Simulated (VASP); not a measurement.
Write the native input for VASP 6.6.1 that does the following.

```yaml
Task: relaxation of cell and atoms
Functional: PBEsol
Potentials_or_basis: VASP PAW PBE potentials, release 64 (Ti_sv, Si)
Cutoff: 600 eV
k_mesh: 12 × 12 × 12
Occupations: fermi-dirac, width 0.05 eV
Spin: no spin polarisation
Hubbard_terms: Ti d U = 2.0 eV
Dipole_correction: no
Further_INCAR_settings: ALGO = Normal; EDIFF = 1e-06; IBRION = 2; EDIFFG = -0.01; NSW = 60; ISIF = 3
```

The structure of TiSi2 lies in POSCAR:

```
TiSi2
1.0
   -1.4728720000      1.7121300000      4.2120830000
    1.4728720000     -1.7121300000      4.2120830000
    1.4728720000      1.7121300000     -4.2120830000
Ti Si
1 2
Direct
    0.0000000000      0.0000000000      0.0000000000
    0.6700780000      0.6700780000      0.0000000000
    0.3299220000      0.3299220000      0.0000000000
```

The input as run:

INCAR

```
SYSTEM = TiSi2
PREC = Accurate
ENCUT = 600
EDIFF = 1E-6
ISMEAR = -1
SIGMA = 0.05
LREAL = .FALSE.
LASPH = .TRUE.
NELM = 150
ALGO = Normal
ISIF = 3
LWAVE = .FALSE.
LCHARG = .FALSE.
LMAXMIX = 4
LDAU = .TRUE.
LDAUTYPE = 2
LDAUL = 2 -1
LDAUU = 2 0
LDAUJ = 0 0
LDAUPRINT = 1
GGA = PS
IBRION = 2
NSW = 60
EDIFFG = -0.01
```

KPOINTS

```
Automatic mesh
0
G
  12 12 12
  0 0 0
```

Potentials or basis: VASP PAW PBE potentials, release 64 (Ti_sv, Si).

The run is started by

```console
$ cat potpaw_PBE.64/Ti_sv/POTCAR potpaw_PBE.64/Si/POTCAR > POTCAR
$ mpirun -np 1 vasp_std > vasp.out
```

Results of the run:

| Quantity | Value |
| --- | --- |
| Relaxed volume | 14.05 Å³/atom |
| Relaxed cell | a = 4.755 Å, b = 4.755 Å, c = 4.755 Å, α = 143.87°, β = 137.92°, γ = 56.64° |
| Space group after relaxing (to 0.1 Å) | Immm (No. 71) |
| Energy gained by relaxing | 0.7 meV/atom |
| Ionic steps | 6 |
| Pressure after relaxing | 0.0 GPa |
| Band gap on the k mesh | zero (bands 10 and 11 overlap by 2.38 eV) |

Caveat: the PAW data sets were made with another functional, which shifts forces and pressure a little; U without spin polarisation on a metal has little footing; the U is typed as a test and isn't derived for this compound.

Wall time 29 min on 1 thread of Oxide Virtual Turin-like Processor, on a shared host, peak memory 0.37 GiB.
